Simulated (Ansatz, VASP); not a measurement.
Given: the input of a run of Ansatz 0.2.0 on NbP.

Contents of input.yaml:

```yaml
crystal:
  lattice:
    - [-1.6860157846, 1.6860157846, 5.7781232452]
    - [1.6860157846, -1.6860157846, 5.7781232452]
    - [1.6860157846, 1.6860157846, -5.7781232452]
  atoms:
    - { symbol: Nb, position: [0.2498808, 0.7498808, 0.5] }
    - { symbol: Nb, position: [0.4998808, 0.4998808, 0.0] }
    - { symbol: P, position: [0.83274777, 0.33274777, 0.5] }
    - { symbol: P, position: [0.08274777, 0.08274777, 0.0] }
kpoints:
  mp_grid: { grid: [11, 11, 11] }
scf:
  occupations: { method: fermi_dirac, width: 0.05 }
hamiltonian:
  xc: pbesol
  pseudopotentials: { kind: all_electron, lapw: { basis_error: 0.002 } }
output:
  forces: true
  stress: true
  eigenvalues: true
```

Potentials or basis: all-electron LAPW, scalar-relativistic.

Command:

```console
$ ansatz run input.yaml --threads 2 --pin off --max-ram 6144MiB --backend cpu --events-out ev --progress --plain --runs-dir out
```

Task: Set up the same calculation for VASP 6.6.1. Potentials there: VASP PAW PBE potentials, release 64 (Nb_sv, P).

Result: As run (the cutoff follows the program's own potentials):

Contents of INCAR:

```
SYSTEM = NbP
PREC = Accurate ; ENCUT = 520
EDIFF = 1E-6 ; ISMEAR = -1
SIGMA = 0.05 ; LREAL = .False.
LASPH = .True. ; NELM = 100
ALGO = Normal ; ISIF = 2
LWAVE = .False. ; LCHARG = .True.
GGA = PS ; LELF = .True.
LVHAR = .True. ; NBANDS = 26
```

Contents of KPOINTS:

```
regular mesh
0
Gamma
  11 11 11
  0 0 0
```

POSCAR

```
NbP
1.0
   -1.6860157846      1.6860157846      5.7781232452
    1.6860157846     -1.6860157846      5.7781232452
    1.6860157846      1.6860157846     -5.7781232452
Nb P
2 2
Direct
    0.2498808000      0.7498808000      0.5000000000
    0.4998808000      0.4998808000      0.0000000000
    0.8327477700      0.3327477700      0.5000000000
    0.0827477700      0.0827477700      0.0000000000
```

Potentials or basis: VASP PAW PBE potentials, release 64 (Nb_sv, P).

Command:

```bash
$ cat potpaw_PBE.64/Nb_sv/POTCAR potpaw_PBE.64/P/POTCAR > POTCAR
$ mpirun -np 1 vasp_std > vasp.out
```

Both were run:

|  | VASP | Ansatz | Ansatz less VASP |
| --- | --- | --- | --- |
| gap on the k mesh at the Fermi level (eV) | none | none | - |
| pressure (GPa) | -9.9 | -9.7 | +0.21 |
| traceless stress, the component that is largest in VASP (GPa) | 0.22 | 0.21 | -0.006 |
| rms of the force components (eV/Å) | 0.006 | 0.006 | +0.0002 |

VASP's potentials were made for PBE, not for PBEsol. Atom by atom the forces differ by 0.000 eV/Å (rms over components). A gap of «none» marks a metal or a gap that the smearing closes. Ansatz ran all-electron here, and VASP with PAW potentials.
